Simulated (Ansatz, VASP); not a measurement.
ZnS: VASP beside Ansatz

```
CELL_PARAMETERS angstrom
2.70200 2.70200 0.00000
-2.70200 2.70200 0.00000
0.00000 2.70200 2.70200
ATOMIC_POSITIONS crystal
Zn 0.75000 0.25000 0.50000
S 0.00000 0.00000 0.00000
```

Alike in both runs: task relaxation of cell and atoms; functional r2SCAN; k mesh 12 × 12 × 12; occupations fermi-dirac, width 0.08 eV; no spin polarisation.

|  | VASP | Ansatz |
| --- | --- | --- |
| version | VASP 6.6.1 | Ansatz 0.2.0 |
| potentials or method | VASP PAW PBE potentials, release 64 (Zn, S) | PAW with Ansatz's default frozen-core files, scalar-relativistic |
| plane-wave cutoff (eV) | 600 | 500 |
| valence electrons in the cell | 18 | 18 |

|  | VASP | Ansatz | Ansatz less VASP |
| --- | --- | --- | --- |
| relaxed volume (Å³/atom) | 19.57 | 19.56 | -0.011 |
| relaxed cell length with the largest relative difference (Å) | 3.811 | 3.811 | -0.0007 |

VASP's potentials were made for PBE, not for r2SCAN.
